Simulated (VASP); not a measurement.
# MgO (P1) in VASP: a series of runs

Runs on MgO. Level: r2SCAN. Tasks: single point.

All numbers are computed with VASP 6.6.1; they aren't measurements. Logs are shortened: lines on timing, memory, paths and dates and some standing lists are left out, and cuts for length are marked.

### 1 The cell of the first run

The typed cell holds 4 atoms: a = 3.486 Å, b = 3.486 Å, c = 4.178 Å, α = 90.00°, β = 90.00°, γ = 120.00°.

### 2 Single point, r2SCAN (all Mg atoms moved -0.050 Å, as atom 1 along Cartesian [1 1 1])

POSCAR reads:

```
MgO
1.0
    3.4863778627      0.0000000000      0.0000000000
   -1.7431889314      3.0192917963      0.0000000000
    0.0000000000      0.0000000000      4.1780412200
Mg O
2 2
Direct
    0.6536060686      0.3237723119      0.7430906585
    0.3202727352      0.6571056453      0.2430906585
    0.6666666667      0.3333333333      0.2500000000
    0.3333333333      0.6666666667      0.7500000000
```

INCAR.step1 reads:

```
SYSTEM = MgO
ALGO     = Normal         ! electronic algorithm
EDIFF    = 1E-4           ! SCF threshold, eV
ENCUT    = 520            ! plane-wave cutoff, eV
GGA      = PE             ! functional
ISMEAR   = 1              ! smearing method
LASPH    = .True.         ! aspherical terms in the spheres
LCHARG   = .False.        ! write CHGCAR
LREAL    = .False.        ! projectors in reciprocal space
LWAVE    = .True.         ! write WAVECAR
NBANDS   = 16             ! bands
NELM     = 60             ! most SCF steps
PREC     = Accurate       ! precision mode
SIGMA    = 0.02           ! smearing width, eV
```

INCAR.step2 reads:

```
SYSTEM = MgO
ALGO     = Normal         ! electronic algorithm
EDIFF    = 1E-6           ! SCF threshold, eV
ENCUT    = 520            ! plane-wave cutoff, eV
ISIF     = 2              ! what is computed and relaxed
ISMEAR   = 1              ! smearing method
ISTART   = 1            
LASPH    = .True.         ! aspherical terms in the spheres
LCHARG   = .False.        ! write CHGCAR
LMIXTAU  = .True.       
LREAL    = .False.        ! projectors in reciprocal space
LWAVE    = .False.        ! write WAVECAR
METAGGA  = R2SCAN         ! meta-GGA
NBANDS   = 16             ! bands
NELM     = 60             ! most SCF steps
PREC     = Accurate       ! precision mode
SIGMA    = 0.02           ! smearing width, eV
```

KPOINTS reads:

```
k-points
0
Gamma
  6 6 6
  0 0 0
```

Potentials or basis: VASP PAW PBE potentials, release 64 (Mg, O).

Started as:

```bash
cat potpaw_PBE.64/Mg/POTCAR potpaw_PBE.64/O/POTCAR > POTCAR
cp INCAR.step1 INCAR
mpirun -np 1 vasp_std > vasp.out
cp INCAR.step2 INCAR
mpirun -np 1 vasp_std > vasp.out
```

OUTCAR:

```text
SYSTEM = MgO
   EDIFF = 1E-6
   ENCUT = 520
   ISIF = 2
   ISMEAR = 1
   ISTART = 1
   LASPH = .True.
   LREAL = .False.
   METAGGA = R2SCAN
   NELM = 60
   PREC = Accurate

 ion  position               nearest neighbor table
   1  0.654  0.324  0.743-   4 1.98   4 2.00   4 2.05   3 2.06   3 2.12   2 2.90   2 2.90   2 2.90
                             2 2.90   2 2.90   2 2.90
   2  0.320  0.657  0.243-   3 1.97   3 2.02   3 2.04   4 2.06   4 2.12   1 2.90   1 2.90   1 2.90
                             1 2.90   1 2.90   1 2.90
   3  0.667  0.333  0.250-   2 1.97   2 2.02   2 2.04   1 2.06   1 2.12
   4  0.333  0.667  0.750-   1 1.98   1 2.00   1 2.05   2 2.06   2 2.12

  LATTYP: Found a hexagonal cell.
 ALAT       =     3.4863778627
 C/A-ratio  =     1.1983902447

  Lattice vectors:

 A1 = (   3.4863778627,   0.0000000000,   0.0000000000)
 A2 = (  -1.7431889314,   3.0192917963,   0.0000000000)
 A3 = (   0.0000000000,   0.0000000000,   4.1780412200)

Analysis of symmetry for initial positions (statically):
=====================================================================
 Subroutine PRICEL returns:
 Original cell was already a primitive cell.

 Routine SETGRP: Setting up the symmetry group for a
 hexagonal supercell.

 Subroutine GETGRP returns: Found  1 space group operations
 (whereof  1 operations were pure point group operations)
 out of a pool of 24 trial point group operations.

The static configuration has the point symmetry C_1 .

Analysis of symmetry for dynamics (positions and initial velocities):
=====================================================================
 Subroutine PRICEL returns:
 Original cell was already a primitive cell.

 Routine SETGRP: Setting up the symmetry group for a
 hexagonal supercell.

 Subroutine GETGRP returns: Found  1 space group operations
 (whereof  1 operations were pure point group operations)
 out of a pool of 24 trial point group operations.

The dynamic configuration has the point symmetry C_1 .

 Subroutine INISYM returns: Found  1 space group operations
 (whereof  1 operations are pure point group operations),
 and found     1 'primitive' translations

----------------------------------------------------------------------------------------

                                     Primitive cell

  volume of cell :      43.9797

  direct lattice vectors                    reciprocal lattice vectors
     3.486377863  0.000000000  0.000000000     0.286830642  0.165601748  0.000000000
    -1.743188931  3.019291796  0.000000000     0.000000000  0.331203497  0.000000000
     0.000000000  0.000000000  4.178041220     0.000000000  0.000000000  0.239346609

  length of vectors
     3.486377863  3.486377863  4.178041220     0.331203497  0.331203497  0.239346609

  position of ions in fractional coordinates (direct lattice)
     0.653606069  0.323772312  0.743090659
     0.320272735  0.657105645  0.243090659
     0.666666667  0.333333333  0.250000000
     0.333333333  0.666666667  0.750000000

  ion indices of the primitive-cell ions
   primitive index   ion index
                 1           1
                 2           2
                 3           3
                 4           4

----------------------------------------------------------------------------------------

 KPOINTS: k-points

Automatic generation of k-mesh.
 Grid dimensions read from file:
 generate k-points for:    6    6    6

 Generating k-lattice:

  Cartesian coordinates                     Fractional coordinates (reciprocal lattice)
     0.047805107  0.027600291  0.000000000     0.166666667  0.000000000  0.000000000
     0.000000000  0.055200583  0.000000000     0.000000000  0.166666667  0.000000000
     0.000000000  0.000000000  0.039891102     0.000000000  0.000000000  0.166666667

  Length of vectors
     0.055200583  0.055200583  0.039891102

  Shift w.r.t. Gamma in fractional coordinates (k-lattice)
     0.000000000  0.000000000  0.000000000

 Subroutine IBZKPT returns following result:
 ===========================================

 Found    112 irreducible k-points:

 Following reciprocal coordinates:
            Coordinates               Weight
  0.000000  0.000000  0.000000      1.000000
  0.166667 -0.000000  0.000000      2.000000
  0.000000  0.166667  0.000000      2.000000
 -0.166667  0.166667  0.000000      2.000000
  0.333333 -0.000000  0.000000      2.000000
  0.000000  0.333333  0.000000      2.000000
[... 16 lines left out ...]
  0.000000  0.166667  0.166667      2.000000
 -0.166667  0.166667  0.166667      2.000000
 [... further k-points ...]
   k-points           NKPTS =    112   k-points in BZ     NKDIM =    112   number of bands    NBANDS=     16
   number of dos      NEDOS =    301   number of ions     NIONS =      4
   total plane-waves  NPLWV =  25088
   dimension x,y,z NGX =    28 NGY =   28 NGZ =   32
   dimension x,y,z NGXF=    56 NGYF=   56 NGZF=   64
   ions per type =               2   2
   NGX,Y,Z   is equivalent  to a cutoff of  13.35, 13.35, 12.73 a.u.
   NGXF,Y,Z  is equivalent  to a cutoff of  26.70, 26.70, 25.47 a.u.
 SYSTEM =  MgO
   PREC   = accura    normal or accurate (medium, high low for compatibility)
   ISTART =      1    job   : 0-new  1-cont  2-samecut
   ICHARG =      0    charge: 1-file 2-atom 10-const
   ISPIN  =      1    spin polarized calculation?
   LNONCOLLINEAR =      F non collinear calculations
   LSORBIT =      F    spin-orbit coupling
   LASPH  =      T    aspherical Exc in radial PAW
   ENCUT  =  520.0 eV  38.22 Ry    6.18 a.u.   6.48  6.48  7.77*2*pi/ulx,y,z
   NELM   =     60;   NELMIN=  2; NELMDL=  0     # of ELM steps
   EDIFF  = 0.1E-05   stopping-criterion for ELM
   LREAL  =      F    real-space projection
   EDIFFG = 0.1E-04   stopping-criterion for IOM
   NSW    =      0    number of steps for IOM
   IBRION =     -1    ionic relax: 0-MD 1-quasi-New 2-CG
   NFREE  =      0    steps in history (QN), initial steepest desc. (CG)
   ISIF   =      2    stress and relaxation
   ISYM   =      2    0-nonsym 1-usesym 2-fastsym
   POTIM  = 0.5000    time-step for ionic-motion
   TEBEG  =    0.0;   TEEND  =   0.0 temperature during run
   PSTRESS=    0.0 pullay stress
   NELECT =      16.0000    total number of electrons
   NUPDOWN=      -1.0000    fix difference up-down
   EMIN   =  10.00;   EMAX   =-10.00  energy-range for DOS
   EFERMI =   0.00;   METHOD = LEGACY
   ISMEAR =     1;   SIGMA  =   0.02  broadening in eV -4-tet -1-fermi 0-gaus
   EFERMI_NEDOS =   21; number of points for ismear=-14 and -15
   IALGO  =     38    algorithm
   IMIX   =      4    mixing-type and parameters
     AMIX     =   0.40;   BMIX     =  1.00
     AMIX_MAG =   1.60;   BMIX_MAG =  1.00
  volume/ion in A,a.u.               =      10.99        74.20
  Fermi-wavevector in a.u.,A,eV,Ry     =   1.168685  2.208494 18.583167  1.365824
  Thomas-Fermi vector in A             =   2.305168
   LORBIT       =      0    0 simple, 1 ext, 2 COOP (PROOUT), +10 PAW based schemes
   METAGGA = R2SCAN    functional components
   LHFCALC =     F    Hartree Fock is set to
   AEXX    =    0.0000 exact exchange contribution
   IVDW    =     0    specifies the selected vdW correction
   LEPSILON=     F    determine dielectric tensor
   LRPA    =     F    only Hartree local field effects (RPA)
 non-spin polarized calculation
 Methfessel and Paxton  Order N= 1 SIGMA  =   0.02
  energy-cutoff  :      520.00
  volume of cell :       43.98
 maximum number of plane-waves:      1204
 NGX is ok and might be reduce to    28
   NGX = 13   NGY = 13   NGZ = 15

 number of electron      15.9999999 magnetization

 Free energy of the ion-electron system (eV)
  ---------------------------------------------------
  ext. energy  EPLUGINS =         0.00000000
  ---------------------------------------------------
  free energy    TOTEN  =       -32.05052543 eV

  energy without entropy =      -32.05053080  energy(sigma->0) =      -32.05052722

 E-fermi :   1.6074     XC(G=0): -10.5618

 val. band max:        1.5905179548   @ k =   0.0000   0.0000   0.0000
 cond. band min:       5.6753994005   @ k =   0.0000   0.0000   0.0000
 fundamental gap:      4.0848814457
 Fermi energy:         1.6073555992

 k-point     1 :       0.0000    0.0000    0.0000
  band No.  band energies     occupation
      1     -16.2981      2.00000
      2     -14.9305      2.00000
      3      -2.0796      2.00000
      4      -0.1752      2.00000
      5      -0.1738      2.00000
      6       0.7638      2.00000
[... 8 lines left out ...]
     15      18.3159      0.00000
     16      18.4069      0.00000

 k-point     2 :       0.1667   -0.0000    0.0000
  band No.  band energies     occupation
      1     -16.1685      2.00000
      2     -14.9565      2.00000
      3      -1.8641      2.00000
      4      -0.6080      2.00000
      5      -0.3692      2.00000
      6       0.2614      2.00000
[... 8 lines left out ...]
     15      17.3181      0.00000
     16      17.5238      0.00000

 k-point     3 :       0.0000    0.1667    0.0000
  band No.  band energies     occupation
      1     -16.1685      2.00000
      2     -14.9565      2.00000
      3      -1.8641      2.00000
      4      -0.6099      2.00000
      5      -0.3670      2.00000
      6       0.2613      2.00000
[... 8 lines left out ...]
     15      17.3123      0.00000
     16      17.5238      0.00000

 k-point     4 :      -0.1667    0.1667    0.0000
  band No.  band energies     occupation
      1     -16.1685      2.00000
      2     -14.9565      2.00000
      3      -1.8641      2.00000
      4      -0.6119      2.00000
      5      -0.3647      2.00000
      6       0.2611      2.00000
[... 8 lines left out ...]
     15      17.3064      0.00000
     16      17.5240      0.00000
[... 324 lines left out ...]
 k-point    22 :       0.1667   -0.0000    0.1667
  band No.  band energies     occupation
      1     -16.0847      2.00000
      2     -15.0330      2.00000
      3      -1.8545      2.00000
      4      -0.4819      2.00000
      5      -0.2956      2.00000
      6       0.0369      2.00000
[... 8 lines left out ...]
     15      17.1767      0.00000
     16      18.0415      0.00000

 k-point    23 :       0.0000    0.1667    0.1667
  band No.  band energies     occupation
      1     -16.0847      2.00000
      2     -15.0329      2.00000
      3      -1.8545      2.00000
      4      -0.4850      2.00000
      5      -0.2920      2.00000
      6       0.0363      2.00000
[... 8 lines left out ...]
     15      17.1947      0.00000
     16      18.0372      0.00000

 k-point    24 :      -0.1667    0.1667    0.1667
  band No.  band energies     occupation
      1     -16.0847      2.00000
      2     -15.0328      2.00000
      3      -1.8544      2.00000
      4      -0.4885      2.00000
      5      -0.2884      2.00000
      6       0.0347      2.00000
[... 8 lines left out ...]
     15      17.2023      0.00000
     16      18.0292      0.00000

 [... further k-points ...]

------------------------ aborting loop because EDIFF is reached ----------------------------------------

  FORCE on cell =-STRESS in cart. coord.  units (eV):
  Direction    XX          YY          ZZ          XY          YZ          ZX
  --------------------------------------------------------------------------------------
  -------------------------------------------------------------------------------------
  Total       -0.1461807     -0.1465551     -0.0859798      0.0259847     -0.0150878     -0.0152499
  in kB       -5.3253526     -5.3389936     -3.1322376      0.9466195     -0.5496492     -0.5555541
  external PRESSURE =      -4.5988613 kB  Pullay stress =       0.0000000 kB

 VOLUME and BASIS-vectors are now :
 -----------------------------------------------------------------------------
  energy-cutoff  :      520.00
  volume of cell :       43.98
      direct lattice vectors                 reciprocal lattice vectors
     3.486377863  0.000000000  0.000000000     0.286830642  0.165601748  0.000000000
    -1.743188931  3.019291796  0.000000000     0.000000000  0.331203497  0.000000000
     0.000000000  0.000000000  4.178041220     0.000000000  0.000000000  0.239346609

 POSITION                                       TOTAL-FORCE (eV/Angst)
 -----------------------------------------------------------------------------------
      1.71432      0.97756      3.10466         0.236755      0.262747      0.156741
     -0.02887      1.98399      1.01564         0.289100      0.263785      0.156742
      1.74319      1.00643      1.04451        -0.288050     -0.263163     -0.156729
     -0.00000      2.01286      3.13353        -0.237805     -0.263369     -0.156754
 -----------------------------------------------------------------------------------
    total drift:                               -0.011914     -0.007227      0.009830

  FREE ENERGIE OF THE ION-ELECTRON SYSTEM (eV)
  ---------------------------------------------------
  free  energy   TOTEN  =       -32.0505254270 eV

  energy  without entropy=      -32.0505307955  energy(sigma->0) =      -32.05052722
```

Run time: 6.1 min. Hardware: 1 thread of Intel Xeon 8259CL, shared host; peak memory 0.22 GiB.

What came out:

- Free energy: -32.0505 eV
- Pressure: -0.5 GPa
- Largest force: 0.422 eV/Å
- Band gap on the k mesh: 4.08 eV

Forces on the atoms (eV/Å):
```
Mg   0.237  0.263  0.157
Mg   0.289  0.264  0.157
O   -0.288 -0.263 -0.157
O   -0.238 -0.263 -0.157
```

Stress tensor (GPa, compression positive):
```
-0.53  0.09 -0.06
 0.09 -0.53 -0.05
-0.06 -0.05 -0.31
```

Caveat: the cell differs from its parent crystal (all Mg atoms moved -0.050 Å, as atom 1 along Cartesian [1 1 1]); the PAW data sets were made with another functional, which shifts forces and pressure a little.

### 3 Single point, r2SCAN (all Mg atoms moved +0.025 Å, as atom 1 along Cartesian [1 1 1])

POSCAR: that of step 2 with these lines changed.

```diff
@@ -8,4 +8,4 @@
 Direct
-    0.6536060686      0.3237723119      0.7430906585
-    0.3202727352      0.6571056453      0.2430906585
+    0.6731969657      0.3381138440      0.7534546707
+    0.3398636324      0.6714471774      0.2534546707
     0.6666666667      0.3333333333      0.2500000000
```

INCAR.step1 reads:

```
  ALGO = Normal
  EDIFF = 1E-4
  ENCUT = 520
  GGA = PE
  ISMEAR = 1
  LASPH = T
  LCHARG = F
  LREAL = F
  LWAVE = T
  NBANDS = 16
  NELM = 60
  PREC = Accurate
  SIGMA = 0.02
```

INCAR.step2 reads:

```
  ALGO = Normal
  EDIFF = 1E-6
  ENCUT = 520
  ISIF = 2
  ISMEAR = 1
  ISTART = 1
  LASPH = T
  LCHARG = F
  LMIXTAU = T
  LREAL = F
  LWAVE = F
  METAGGA = R2SCAN
  NBANDS = 16
  NELM = 60
  PREC = Accurate
  SIGMA = 0.02
```

KPOINTS reads:

```
k-points
0
Gamma
  6 6 6
```

Potentials or basis: VASP PAW PBE potentials, release 64 (Mg, O).

Started as:

```bash
cat potpaw_PBE.64/Mg/POTCAR potpaw_PBE.64/O/POTCAR > POTCAR
cp INCAR.step1 INCAR
mpirun -np 1 vasp_std > vasp.out
cp INCAR.step2 INCAR
mpirun -np 1 vasp_std > vasp.out
```

Run time: 5.9 min. Hardware: 1 thread of Intel Xeon 8259CL, shared host; peak memory 0.22 GiB.

The run converged. Its results:

```
Free energy            : -32.0651 eV
Pressure               : -0.6 GPa
Largest force          : 0.204 eV/Å
Band gap on the k mesh : 4.08 eV
```

Forces in eV/Å, atoms in the order of the input:
```
Mg  -0.135 -0.130 -0.079
Mg  -0.124 -0.130 -0.079
O    0.123  0.130  0.079
O    0.137  0.130  0.079
```

Stress tensor (GPa, compression positive):
```
-0.69  0.02 -0.01
 0.02 -0.70 -0.01
-0.01 -0.01 -0.52
```

Levels at points of the mesh, in eV from the valence-band top:
```
           k point  band 4  band 5  band 6  band 7  band 8  band 9  band 10  band 11  band 12  band 13
(0.00, 0.00, 0.00)   -1.77   -1.77   -0.83   -0.83    0.00    4.08    10.39    13.19    13.46    13.46
(0.50, 0.00, 0.00)   -2.39   -2.38   -1.96   -1.30   -0.53    7.66    10.02    10.64    13.27    13.95
(0.00, 0.50, 0.00)   -2.39   -2.38   -1.96   -1.30   -0.53    7.66    10.02    10.64    13.27    13.95
(0.50, 0.50, 0.00)   -2.39   -2.38   -1.96   -1.30   -0.53    7.66    10.02    10.64    13.27    13.95
(0.00, 0.00, 0.50)   -2.41   -1.34   -1.34   -1.30   -1.30    7.14     7.14    13.82    13.82    13.85
(0.50, 0.00, 0.50)   -3.88   -1.58   -1.54   -0.83   -0.82    8.02     8.04    12.99    13.06    15.15
(0.00, 0.50, 0.50)   -3.88   -1.58   -1.55   -0.83   -0.82    8.02     8.04    13.00    13.05    15.15
(0.50, 0.50, 0.50)   -3.88   -1.57   -1.56   -0.83   -0.83    8.03     8.03    13.02    13.03    15.15
```

Caveat: the cell differs from its parent crystal (all Mg atoms moved +0.025 Å, as atom 1 along Cartesian [1 1 1]); the PAW data sets were made with another functional, which shifts forces and pressure a little.

[end of part 1 of 2]
